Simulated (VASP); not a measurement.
Wanted: the native input for a VASP 6.6.1 run.

| Property | Result |
| --- | --- |
| Task | single point |
| Functional | PBE |
| Potentials or basis | VASP PAW PBE potentials, release 64 (Zn, O) |
| Cutoff | 520 eV |
| k mesh | 12 × 12 × 6 |
| Occupations | gaussian, width 0.02 eV |
| Spin | no spin polarisation |
| Dipole correction | no |
| Further INCAR settings | ALGO = Normal; EDIFF = 1e-06; NBANDS = 26 |

The structure of ZnO lies in POSCAR:

```
ZnO
1.0
    3.2794753232      0.0000000000      0.0000000000
   -1.6397376616      2.8401089410      0.0000000000
    0.0000000000      0.0000000000      5.2931304610
Zn O
2 2
Direct
    0.3333333333      0.6666666667      0.0015026879
    0.6666666667      0.3333333333      0.5015026879
    0.3333333333      0.6666666667      0.3805973121
    0.6666666667      0.3333333333      0.8805973121
```

One way to write it, as run:

INCAR

```
  PREC = Accurate
  ENCUT = 520
  EDIFF = 1E-6
  ISMEAR = 0
  SIGMA = 0.02
  LREAL = F
  LASPH = T
  NELM = 100
  ALGO = Normal
  ISIF = 2
  LWAVE = F
  LCHARG = T
  GGA = PE
  LELF = T
  LVHAR = T
  NBANDS = 26
```

KPOINTS

```
Automatic mesh
0
Gamma
  12 12 6
```

Potentials or basis: VASP PAW PBE potentials, release 64 (Zn, O).

Launch:

```sh
$ cat potpaw_PBE.64/Zn/POTCAR potpaw_PBE.64/O/POTCAR > POTCAR
$ mpirun -np 1 vasp_std > vasp.out
```

It gave:

| Property | Result |
| --- | --- |
| Pressure | 0.9 GPa |
| Band gap on the k mesh | 0.73 eV, direct |

It took 56 s on 1 thread of AMD EPYC 7R13 Processor (Zen 3) (shared host), peak memory 0.18 GiB.
